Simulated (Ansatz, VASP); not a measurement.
# B2W: VASP beside Ansatz

```
CELL_PARAMETERS angstrom
3.02000 0.00000 0.00000
-1.51000 2.61540 0.00000
0.00000 0.00000 3.08050
ATOMIC_POSITIONS crystal
B 0.33333 0.66667 0.50000
B 0.66667 0.33333 0.50000
W 0.00000 0.00000 0.00000
```

Change from the starting cell: zz strain of +1 %.

Alike in both runs: task single point; functional LDA; k mesh 14 × 14 × 12; occupations fermi-dirac, width 0.05 eV; no spin polarisation.

```csv
,VASP,Ansatz
version,VASP 6.6.1,Ansatz 0.2.0
potentials or method,"VASP PAW LDA potentials, release 64 (B, W_sv), cutoff 520 eV","all-electron LAPW, scalar-relativistic"
```

|  | VASP | Ansatz | Ansatz less VASP |
| --- | --- | --- | --- |
| pressure (GPa) | 19.9 | 17.8 | -2.10 |
| traceless stress, the component that is largest in VASP (GPa) | 9.31 | 9.11 | -0.202 |

LDA's correlation is that of Perdew and Zunger in VASP and of Perdew and Wang (1992) in Ansatz. Ansatz ran all-electron here, and VASP with PAW potentials.

Neither program's run includes spin-orbit coupling.
